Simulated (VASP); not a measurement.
# Ti2AgSb3 (P-4m2) in VASP: single point with r2SCAN

Aim: the single point of Ti2AgSb3 with r2SCAN.

All numbers are computed with VASP 6.6.1; they aren't measurements. Logs are shortened: lines on timing, memory, paths and dates and some standing lists are left out, and cuts for length are marked.

## 1. The cell of the first run

The structure is tetragonal, space group P-4m2 (No. 115). Conventional cell: a = 3.991 Å, b = 3.991 Å, c = 8.792 Å, α = 90.00°, β = 90.00°, γ = 90.00°. Within 4.0 Å of Sb (site symmetry 2mm) lie 5 Ti at 3.00 to 3.06 Å and 10 Sb at 3.49 to 3.99 Å and 2 Ag at 3.92 Å. Within 3.7 Å of Sb (site symmetry -4m2) lie 4 Ag at 2.82 Å and 4 Ti at 3.09 Å. Ti (site symmetry 2mm) has 7 Sb at 3.00 to 3.09 Å and 2 Ag at 3.09 Å and 4 Ti at 3.99 Å within 4.0 Å. Within 3.7 Å of Ag (site symmetry -4m2) lie 4 Sb at 2.82 Å and 4 Ti at 3.09 Å.

## 2. Single point, r2SCAN

The input, POSCAR:

```
Ti2AgSb3
1.0
    3.9908270000      0.0000000000      0.0000000000
    0.0000000000      3.9908270000      0.0000000000
    0.0000000000      0.0000000000      8.7921680000
Sb Ti Ag
3 2 1
Direct
    0.0000000000      0.5000000000      0.3835000000
    0.5000000000      0.0000000000      0.6165000000
    0.5000000000      0.5000000000      0.0000000000
    0.0000000000      0.5000000000      0.7315000000
    0.5000000000      0.0000000000      0.2685000000
    0.0000000000      0.0000000000      0.0000000000
```

The input, INCAR.step1:

```
SYSTEM = Ti2AgSb3
ALGO = Normal ; EDIFF = 1E-4
ENCUT = 520 ; GGA = PE
ISMEAR = -1 ; LASPH = .TRUE.
LCHARG = .FALSE. ; LREAL = .FALSE.
LWAVE = .TRUE. ; NBANDS = 34
NELM = 60 ; PREC = Accurate
SIGMA = 0.1
```

The input, INCAR.step2:

```
SYSTEM = Ti2AgSb3
ALGO = Normal ; EDIFF = 1E-6
ENCUT = 520 ; ISIF = 2
ISMEAR = -1 ; ISTART = 1
LASPH = .TRUE. ; LCHARG = .TRUE.
LELF = .TRUE. ; LMIXTAU = .TRUE.
LREAL = .FALSE. ; LVHAR = .TRUE.
LWAVE = .FALSE. ; METAGGA = R2SCAN
NBANDS = 34 ; NELM = 60
PREC = Accurate ; SIGMA = 0.1
```

The input, KPOINTS:

```
k-points
0
G
  9 9 4
  0 0 0
```

Potentials or basis: VASP PAW PBE potentials, release 64 (Sb, Ti_sv, Ag).

On the command line:

```bash
> cat potpaw_PBE.64/Sb/POTCAR potpaw_PBE.64/Ti_sv/POTCAR potpaw_PBE.64/Ag/POTCAR > POTCAR
> cp INCAR.step1 INCAR
> mpirun -np 1 vasp_std > vasp.out
> cp INCAR.step2 INCAR
> mpirun -np 1 vasp_std > vasp.out
```

OUTCAR:

```text
SYSTEM = Ti2AgSb3
   EDIFF = 1E-6
   ENCUT = 520
   ISIF = 2
   ISMEAR = -1
   ISTART = 1
   LASPH = .TRUE.
   LREAL = .FALSE.
   METAGGA = R2SCAN
   NELM = 60
   PREC = Accurate

 ion  position               nearest neighbor table
   1  0.000  0.500  0.383-   5 3.00   5 3.00   5 3.00   5 3.00   4 3.06   2 3.49   2 3.49   2 3.49
                             2 3.49
   2  0.500  0.000  0.617-   4 3.00   4 3.00   4 3.00   4 3.00   5 3.06   1 3.49   1 3.49   1 3.49
                             1 3.49
   3  0.500  0.500  0.000-   6 2.82   6 2.82   6 2.82   6 2.82   5 3.09   4 3.09   4 3.09   5 3.09

   4  0.000  0.500  0.731-   2 3.00   2 3.00   2 3.00   2 3.00   1 3.06   6 3.09   6 3.09   3 3.09
                             3 3.09
   5  0.500  0.000  0.269-   1 3.00   1 3.00   1 3.00   1 3.00   2 3.06   3 3.09   6 3.09   6 3.09
                             3 3.09
   6  0.000  0.000  0.000-   3 2.82   3 2.82   3 2.82   3 2.82   4 3.09   5 3.09   5 3.09   4 3.09

  LATTYP: Found a simple tetragonal cell.
 ALAT       =     3.9908270000
 C/A-ratio  =     2.2030942459

  Lattice vectors:

 A1 = (   3.9908270000,   0.0000000000,   0.0000000000)
 A2 = (   0.0000000000,   3.9908270000,   0.0000000000)
 A3 = (   0.0000000000,   0.0000000000,   8.7921680000)

Analysis of symmetry for initial positions (statically):
=====================================================================
 Subroutine PRICEL returns:
 Original cell was already a primitive cell.

 Routine SETGRP: Setting up the symmetry group for a
 simple tetragonal supercell.

 Subroutine GETGRP returns: Found  8 space group operations
 (whereof  8 operations were pure point group operations)
 out of a pool of 16 trial point group operations.

The static configuration has the point symmetry D_2d.

Analysis of symmetry for dynamics (positions and initial velocities):
=====================================================================
 Subroutine PRICEL returns:
 Original cell was already a primitive cell.

 Routine SETGRP: Setting up the symmetry group for a
 simple tetragonal supercell.

 Subroutine GETGRP returns: Found  8 space group operations
 (whereof  8 operations were pure point group operations)
 out of a pool of 16 trial point group operations.

The dynamic configuration has the point symmetry D_2d.

 Subroutine INISYM returns: Found  8 space group operations
 (whereof  8 operations are pure point group operations),
 and found     1 'primitive' translations

----------------------------------------------------------------------------------------

                                     Primitive cell

  volume of cell :     140.0302

  direct lattice vectors                    reciprocal lattice vectors
     3.990827000  0.000000000  0.000000000     0.250574630  0.000000000  0.000000000
     0.000000000  3.990827000  0.000000000     0.000000000  0.250574630  0.000000000
     0.000000000  0.000000000  8.792168000     0.000000000  0.000000000  0.113737590

  length of vectors
     3.990827000  3.990827000  8.792168000     0.250574630  0.250574630  0.113737590

  position of ions in fractional coordinates (direct lattice)
     0.000000000  0.500000000  0.383500000
     0.500000000  0.000000000  0.616500000
     0.500000000  0.500000000  0.000000000
     0.000000000  0.500000000  0.731500000
     0.500000000  0.000000000  0.268500000
     0.000000000  0.000000000  0.000000000

  ion indices of the primitive-cell ions
   primitive index   ion index
                 1           1
                 2           2
                 3           3
                 4           4
                 5           5
                 6           6

----------------------------------------------------------------------------------------

 KPOINTS: k-points

Automatic generation of k-mesh.
 Grid dimensions read from file:
 generate k-points for:    9    9    4

 Generating k-lattice:

  Cartesian coordinates                     Fractional coordinates (reciprocal lattice)
     0.027841626  0.000000000  0.000000000     0.111111111  0.000000000  0.000000000
     0.000000000  0.027841626  0.000000000     0.000000000  0.111111111  0.000000000
     0.000000000  0.000000000  0.028434398     0.000000000  0.000000000  0.250000000

  Length of vectors
     0.027841626  0.027841626  0.028434398

  Shift w.r.t. Gamma in fractional coordinates (k-lattice)
     0.000000000  0.000000000  0.000000000

 Subroutine IBZKPT returns following result:
 ===========================================

 Found     45 irreducible k-points:

 Following reciprocal coordinates:
            Coordinates               Weight
  0.000000  0.000000  0.000000      1.000000
  0.111111  0.000000  0.000000      4.000000
  0.222222  0.000000  0.000000      4.000000
  0.333333  0.000000  0.000000      4.000000
  0.444444  0.000000  0.000000      4.000000
  0.111111  0.111111  0.000000      4.000000
[... 16 lines left out ...]
  0.333333  0.111111  0.250000     16.000000
  0.444444  0.111111  0.250000     16.000000
 [... further k-points ...]
   k-points           NKPTS =     45   k-points in BZ     NKDIM =     45   number of bands    NBANDS=     34
   number of dos      NEDOS =    301   number of ions     NIONS =      6
   total plane-waves  NPLWV =  63000
   dimension x,y,z NGX =    30 NGY =   30 NGZ =   70
   dimension x,y,z NGXF=    60 NGYF=   60 NGZF=  140
   ions per type =               3   2   1
   NGX,Y,Z   is equivalent  to a cutoff of  12.50, 12.50, 13.24 a.u.
   NGXF,Y,Z  is equivalent  to a cutoff of  24.99, 24.99, 26.47 a.u.
 SYSTEM =  Ti2AgSb3
   PREC   = accura    normal or accurate (medium, high low for compatibility)
   ISTART =      1    job   : 0-new  1-cont  2-samecut
   ICHARG =      0    charge: 1-file 2-atom 10-const
   ISPIN  =      1    spin polarized calculation?
   LNONCOLLINEAR =      F non collinear calculations
   LSORBIT =      F    spin-orbit coupling
   LASPH  =      T    aspherical Exc in radial PAW
   ENCUT  =  520.0 eV  38.22 Ry    6.18 a.u.   7.42  7.42 16.35*2*pi/ulx,y,z
   NELM   =     60;   NELMIN=  2; NELMDL=  0     # of ELM steps
   EDIFF  = 0.1E-05   stopping-criterion for ELM
   LREAL  =      F    real-space projection
[... 7 lines left out ...]
   TEBEG  =    0.0;   TEEND  =   0.0 temperature during run
   PSTRESS=    0.0 pullay stress
   NELECT =      50.0000    total number of electrons
   NUPDOWN=      -1.0000    fix difference up-down
   EMIN   =  10.00;   EMAX   =-10.00  energy-range for DOS
   EFERMI =   0.00;   METHOD = LEGACY
   ISMEAR =    -1;   SIGMA  =   0.10  broadening in eV -4-tet -1-fermi 0-gaus
   EFERMI_NEDOS =   21; number of points for ismear=-14 and -15
   IALGO  =     38    algorithm
   IMIX   =      4    mixing-type and parameters
     AMIX     =   0.40;   BMIX     =  1.00
     AMIX_MAG =   1.60;   BMIX_MAG =  1.00
  volume/ion in A,a.u.               =      23.34       157.50
  Fermi-wavevector in a.u.,A,eV,Ry     =   1.161424  2.194774 18.352986  1.348906
  Thomas-Fermi vector in A             =   2.297996
   LORBIT       =      0    0 simple, 1 ext, 2 COOP (PROOUT), +10 PAW based schemes
   METAGGA = R2SCAN    functional components
   LHFCALC =     F    Hartree Fock is set to
   AEXX    =    0.0000 exact exchange contribution
   IVDW    =     0    specifies the selected vdW correction
   LEPSILON=     F    determine dielectric tensor
   LRPA    =     F    only Hartree local field effects (RPA)
 non-spin polarized calculation
  energy-cutoff  :      520.00
  volume of cell :      140.03
 maximum number of plane-waves:      3809
 NGX is ok and might be reduce to    30
   NGX = 15   NGY = 15   NGZ = 33

 number of electron      49.9999994 magnetization

 Free energy of the ion-electron system (eV)
  ---------------------------------------------------
  ext. energy  EPLUGINS =         0.00000000
  ---------------------------------------------------
  free energy    TOTEN  =      -125.69602136 eV

  energy without entropy =     -125.55071775  energy(sigma->0) =     -125.62336956

 E-fermi :   7.6308     XC(G=0): -11.1523

 val. band max:        7.6145843358   @ k =   0.4444   0.1111   0.0000
 cond. band min:       7.6317410840   @ k =   0.1111   0.1111   0.5000
 fundamental gap:      0.0171567482
 Fermi energy:         7.6307946860

 k-point     1 :       0.0000    0.0000    0.0000
  band No.  band energies     occupation
      1     -52.2610      2.00000
      2     -52.2609      2.00000
      3     -27.4868      2.00000
      4     -27.4857      2.00000
      5     -27.4857      2.00000
      6     -27.4840      2.00000
[... 26 lines left out ...]
     33       9.7085      0.00000
     34      10.3128      0.00000

 k-point     2 :       0.1111    0.0000    0.0000
  band No.  band energies     occupation
      1     -52.2609      2.00000
      2     -52.2609      2.00000
      3     -27.4874      2.00000
      4     -27.4865      2.00000
      5     -27.4855      2.00000
      6     -27.4839      2.00000
[... 26 lines left out ...]
     33      10.0489      0.00000
     34      10.3684      0.00000

 k-point     3 :       0.2222    0.0000    0.0000
  band No.  band energies     occupation
      1     -52.2607      2.00000
      2     -52.2607      2.00000
      3     -27.4915      2.00000
      4     -27.4859      2.00000
      5     -27.4850      2.00000
      6     -27.4837      2.00000
[... 26 lines left out ...]
     33      10.5196      0.00000
     34      10.6791      0.00000
[... 704 lines left out ...]
 k-point    23 :       0.3333    0.1111    0.2500
  band No.  band energies     occupation
      1     -52.2605      2.00000
      2     -52.2604      2.00000
      3     -27.4959      2.00000
      4     -27.4860      2.00000
      5     -27.4847      2.00000
      6     -27.4836      2.00000
[... 26 lines left out ...]
     33      10.4989      0.00000
     34      10.7464      0.00000

 k-point    24 :       0.4444    0.1111    0.2500
  band No.  band energies     occupation
      1     -52.2603      2.00000
      2     -52.2603      2.00000
      3     -27.4989      2.00000
      4     -27.4856      2.00000
      5     -27.4841      2.00000
      6     -27.4836      2.00000
[... 26 lines left out ...]
     33      10.4309      0.00000
     34      10.8557      0.00000

 [... further k-points ...]

------------------------ aborting loop because EDIFF is reached ----------------------------------------

  FORCE on cell =-STRESS in cart. coord.  units (eV):
  Direction    XX          YY          ZZ          XY          YZ          ZX
  --------------------------------------------------------------------------------------
  -------------------------------------------------------------------------------------
  Total       -6.0707308     -6.0707308     -8.0409750      0.0000000      0.0000000     -0.0000000
  in kB      -69.4591996    -69.4591996    -92.0020519      0.0000000      0.0000000     -0.0000000
  external PRESSURE =     -76.9734837 kB  Pullay stress =       0.0000000 kB

 VOLUME and BASIS-vectors are now :
 -----------------------------------------------------------------------------
  energy-cutoff  :      520.00
  volume of cell :      140.03
      direct lattice vectors                 reciprocal lattice vectors
     3.990827000  0.000000000  0.000000000     0.250574630  0.000000000  0.000000000
     0.000000000  3.990827000  0.000000000     0.000000000  0.250574630  0.000000000
     0.000000000  0.000000000  8.792168000     0.000000000  0.000000000  0.113737590

 POSITION                                       TOTAL-FORCE (eV/Angst)
 -----------------------------------------------------------------------------------
      0.00000      1.99541      3.37180        -0.000000     -0.000000     -0.327931
      1.99541      0.00000      5.42037        -0.000000      0.000000      0.327931
      1.99541      1.99541      0.00000        -0.000000     -0.000000      0.000000
      0.00000      1.99541      6.43147         0.000000      0.000000     -0.245857
      1.99541      0.00000      2.36070         0.000000      0.000000      0.245857
      0.00000      0.00000      0.00000        -0.000000      0.000000      0.000000
 -----------------------------------------------------------------------------------
    total drift:                                0.000000      0.000000      0.000000

  FREE ENERGIE OF THE ION-ELECTRON SYSTEM (eV)
  ---------------------------------------------------
  free  energy   TOTEN  =      -125.6960213579 eV

  energy  without entropy=     -125.5507177549  energy(sigma->0) =     -125.62336956
```

Wall time 9.2 min (1 thread of Intel Xeon Platinum 8375C at 2.90GHz (Ice Lake), shared host); peak memory 0.4 GiB.

What came out:

- Free energy: -125.6960 eV
- Pressure: -7.7 GPa
- Largest force: 0.328 eV/Å
- Band gap on the k mesh: zero (bands 25 and 26 overlap by 1.68 eV)

Forces on the atoms (eV/Å):
```
Sb   0.000  0.000 -0.328
Sb   0.000  0.000  0.328
Sb   0.000  0.000  0.000
Ti   0.000  0.000 -0.246
Ti   0.000  0.000  0.246
Ag   0.000  0.000  0.000
```

Levels at points of the mesh, in eV from the Fermi level:
| k point | band 22 | band 23 | band 24 | band 25 | band 26 | band 27 | band 28 | band 29 |
| --- | --- | --- | --- | --- | --- | --- | --- | --- |
| (0.00, 0.00, 0.00) | -1.12 | -0.70 | -0.48 | 0.51 | 0.51 | 0.62 | 0.72 | 0.73 |
| (0.00, 0.00, 0.50) | -1.14 | -0.63 | -0.34 | -0.30 | 0.70 | 0.72 | 0.72 | 0.75 |

Caveat: the cell stands under tension; the PAW data sets were made with another functional, which shifts forces and pressure a little; spin-orbit coupling is left out, which moves the levels of the heavy elements.
